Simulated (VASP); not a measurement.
# CuO (P1) in VASP: settings compared, part 2 of 2

VASP 6.6.1.

## Step 4: Relaxation of cell and atoms, RPBE

INCAR

```
SYSTEM = CuO
PREC     = Accurate       ! precision mode
ENCUT    = 600            ! plane-wave cutoff, eV
EDIFF    = 1E-6           ! SCF threshold, eV
ISMEAR   = -1             ! smearing method
SIGMA    = 0.05           ! smearing width, eV
LREAL    = .False.        ! projectors in reciprocal space
LASPH    = .True.         ! aspherical terms in the spheres
NELM     = 60             ! most SCF steps
ALGO     = Normal         ! electronic algorithm
ISIF     = 3              ! what is computed and relaxed
LWAVE    = .False.        ! write WAVECAR
LCHARG   = .False.        ! write CHGCAR
GGA      = RP             ! functional
IBRION   = 2              ! ionic algorithm
NSW      = 60             ! ionic steps
EDIFFG   = -0.01          ! ionic threshold
```

KPOINTS

```
Automatic mesh
0
Gamma
  11 11 11
  0 0 0
```

POSCAR

```
CuO
1.0
    0.0000000000      2.1165600000      2.1165600000
    2.1165600000      0.0000000000      2.1165600000
    2.1165600000      2.1165600000      0.0000000000
Cu O
1 1
Direct
    0.0294977200      0.0281008700      0.9080259900
    0.4705022800      0.4718991300      0.5919740100
```

Potentials or basis: VASP PAW PBE potentials, release 64 (Cu, O).

On the command line:

```sh
$ cat potpaw_PBE.64/Cu/POTCAR potpaw_PBE.64/O/POTCAR > POTCAR
$ mpirun -np 1 vasp_std > vasp.out
```

OUTCAR:

```text
SYSTEM = CuO
   PREC = Accurate
   ENCUT = 600
   EDIFF = 1E-6
   ISMEAR = -1
   LREAL = .False.
   LASPH = .True.
   NELM = 60
   ISIF = 3
   GGA = RP
   IBRION = 2
   NSW = 60
   EDIFFG = -0.01

 ion  position               nearest neighbor table
   1  0.029  0.028  0.908-   2 1.88   2 1.89   2 1.91
   2  0.471  0.472  0.592-   1 1.88   1 1.89   1 1.91

  LATTYP: Found a face centered cubic cell.
 ALAT       =     4.2331200000

  Lattice vectors:

 A1 = (   0.0000000000,   2.1165600000,   2.1165600000)
 A2 = (   2.1165600000,   0.0000000000,   2.1165600000)
 A3 = (   2.1165600000,   2.1165600000,   0.0000000000)

Analysis of symmetry for initial positions (statically):
=====================================================================
 Subroutine PRICEL returns:
 Original cell was already a primitive cell.

 Routine SETGRP: Setting up the symmetry group for a
 face centered cubic supercell.

 Subroutine GETGRP returns: Found  1 space group operations
 (whereof  1 operations were pure point group operations)
 out of a pool of 48 trial point group operations.

The static configuration has the point symmetry C_1 .

Analysis of symmetry for dynamics (positions and initial velocities):
[... 268 lines left out ...]

 number of electron      17.0000012 magnetization

------------------------ aborting loop because EDIFF is reached ----------------------------------------
[... 67 lines left out ...]
--------------------------------------- Ionic step       29  -------------------------------------------

 number of electron      17.0000012 magnetization

 Free energy of the ion-electron system (eV)
  ---------------------------------------------------
  ext. energy  EPLUGINS =         0.00000000
  ---------------------------------------------------
  free energy    TOTEN  =        -8.66446285 eV

  energy without entropy =       -8.65115801  energy(sigma->0) =       -8.65781043

 E-fermi :   5.7747     XC(G=0): -11.9812

 val. band max:        5.7433683030   @ k =   0.0000   0.0000   0.2727
 cond. band min:       5.8286060404   @ k =  -0.2727   0.3636  -0.3636
 fundamental gap:      0.0852377374
 Fermi energy:         5.7747428391

 k-point     1 :       0.0000    0.0000    0.0000
  band No.  band energies     occupation
      1     -13.4658      2.00000
      2       3.4850      2.00000
      3       3.4861      2.00000
      4       3.4888      2.00000
      5       3.5957      2.00000
      6       3.5971      2.00000
      7       3.6034      2.00000
      8       3.7312      2.00000
      9       3.7314      2.00000
     10       7.1088      0.00000
     11      23.9342      0.00000
     12      24.2632      0.00000
[... 331 lines left out ...]
 k-point    24 :       0.0909    0.0000    0.0909
  band No.  band energies     occupation
      1     -13.3609      2.00000
      2       2.2957      2.00000
      3       3.0623      2.00000
      4       3.0663      2.00000
      5       3.4370      2.00000
      6       3.7526      2.00000
      7       4.0084      2.00000
      8       4.0114      2.00000
      9       4.4595      2.00000
     10       7.9623      0.00000
     11      21.8573      0.00000
     12      23.2544      0.00000

 [... further k-points ...]
[... 5 lines left out ...]
  --------------------------------------------------------------------------------------
  -------------------------------------------------------------------------------------
  Total        0.0111335      0.0131934      0.0122963      0.0039156     -0.0044812     -0.0044057
  in kB        0.9016812      1.0685070      0.9958545      0.3171150     -0.3629220     -0.3568053
  external PRESSURE =       0.9886809 kB  Pullay stress =       0.0000000 kB
[... 17 lines left out ...]
  FREE ENERGIE OF THE ION-ELECTRON SYSTEM (eV)
  ---------------------------------------------------
  free  energy   TOTEN  =        -8.6644628475 eV

  energy  without entropy=       -8.6511580074  energy(sigma->0) =       -8.65781043

 reached required accuracy - stopping structural energy minimisation
```

Run time: 23 min. Hardware: 1 thread of Intel Xeon Platinum 8259CL at 2.50GHz (Skylake/Cascade Lake), shared host; peak memory 0.38 GiB.

Results:

```
Free energy                           : -8.6645 eV
Relaxed volume                        : 9.89 Å³/atom
Relaxed cell                          : a = 3.037 Å, b = 3.037 Å, c = 3.035 Å, α = 59.96°, β = 59.99°, γ = 59.99°
Space group after relaxing (to 0.1 Å) : Fm-3m (No. 225)
Energy gained by relaxing             : 235.1 meV/atom
Ionic steps                           : 29
Pressure after relaxing               : 0.1 GPa
Largest force after relaxing          : 0.005 eV/Å
Band gap on the k mesh                : zero (an odd number of electrons rules out a gap without spin polarisation)
```

Forces on the atoms (eV/Å):
```
Cu  -0.003 -0.002 -0.004
O    0.003  0.002  0.004
```

The path:
| step | energy change (eV) | largest force (eV/Å) | pressure (GPa) | volume (Å³) |
| --- | --- | --- | --- | --- |
| 1 | 0.0000 | 1.1251 | 24.98 | 18.96 |
| 2 | -0.1577 | 0.2969 | -11.98 | 23.31 |
| 3 | -0.2242 | 0.5391 | -2.28 | 21.56 |
| 4 | -0.2618 | 0.7035 | -2.91 | 21.32 |
| 5 | -0.3899 | 0.6258 | -3.67 | 20.63 |
| 6 | -0.3898 | 0.7228 | 6.26 | 19.27 |
| 7 | -0.4505 | 0.1890 | -1.62 | 20.03 |
| 8 | -0.4536 | 0.0512 | -0.43 | 19.85 |
| 9 | -0.4537 | 0.0629 | -0.72 | 19.89 |
| 10 | -0.4629 | 0.1137 | 2.37 | 19.52 |
| 11 | -0.4630 | 0.1040 | 2.24 | 19.54 |
| 12 | -0.4682 | 0.1054 | -1.08 | 19.95 |
| 13 | -0.4684 | 0.1037 | -0.47 | 19.88 |
| 14 | -0.4698 | 0.0368 | 0.06 | 19.80 |
| 15 | -0.4699 | 0.0185 | 0.21 | 19.77 |
| 16 | -0.4699 | 0.0173 | 0.00 | 19.77 |
| 17 | -0.4699 | 0.0161 | 0.30 | 19.77 |
| 18 | -0.4699 | 0.0167 | 0.51 | 19.77 |
| 19 | -0.4698 | 0.0291 | -0.64 | 19.88 |
| 20 | -0.4700 | 0.0135 | -0.05 | 19.81 |
| 21 | -0.4701 | 0.0048 | -0.04 | 19.81 |
| 22 | -0.4702 | 0.0190 | 0.01 | 19.80 |
| 23 | -0.4702 | 0.0148 | 0.02 | 19.80 |
| 24 | -0.4702 | 0.0115 | 0.01 | 19.80 |
| 25 | -0.4702 | 0.0131 | 0.05 | 19.80 |
| 26 | -0.4702 | 0.0143 | 0.04 | 19.80 |
| 27 | -0.4702 | 0.0055 | -0.11 | 19.81 |
| 28 | -0.4702 | 0.0029 | -0.15 | 19.82 |
| 29 | -0.4702 | 0.0052 | 0.10 | 19.78 |

Final structure:
```cif
data_structure
_symmetry_space_group_name_H-M 'P 1'
_symmetry_Int_Tables_number 1
_cell_length_a 3.0366
_cell_length_b 3.0373
_cell_length_c 3.0347
_cell_angle_alpha 59.964
_cell_angle_beta 59.988
_cell_angle_gamma 59.994
_cell_volume 19.78
loop_
_atom_site_label
_atom_site_type_symbol
_atom_site_fract_x
_atom_site_fract_y
_atom_site_fract_z
_atom_site_occupancy
Cu1 Cu 0.00006 0.00012 0.00002 1
O1 O 0.49994 0.49988 0.49998 1
```

Caveat: the PAW data sets were made with another functional, which shifts forces and pressure a little; an odd number of electrons without spin polarisation forces a metal; a magnetic or distorted state may lie lower; semilocal functionals often make such compounds metallic where correlation or magnetic order opens a gap, which also shifts bond lengths.

## Step 5: Summary

```csv
task,level,cell,k mesh,cutoff (eV),gap on the mesh (eV),pressure (GPa),relaxed volume (Å³/atom),largest force (eV/Å)
single point,PBE,as given,15 × 15 × 15,520,none,19.2,-,1.03
relaxation of cell and atoms,PBE+D3(BJ),relaxed,11 × 11 × 11,600,none,-0.1,9.30,0.01
relaxation of cell and atoms,RPBE,relaxed,11 × 11 × 11,600,none,0.1,9.89,0.01
```

Alike in all rows: potentials or basis VASP PAW PBE potentials, release 64 (Cu, O); no spin polarisation; smearing fermi-dirac 0.05 eV.

Caveats: an odd number of electrons without spin polarisation forces a metal; a magnetic or distorted state may lie lower; semilocal functionals often make such compounds metallic where correlation or magnetic order opens a gap, which also shifts bond lengths; the cell stands under pressure (at least some runs); the PAW data sets were made with another functional, which shifts forces and pressure a little (at least some runs).

Total energies depend on the potentials used, so only differences within one code and one set of settings carry meaning.
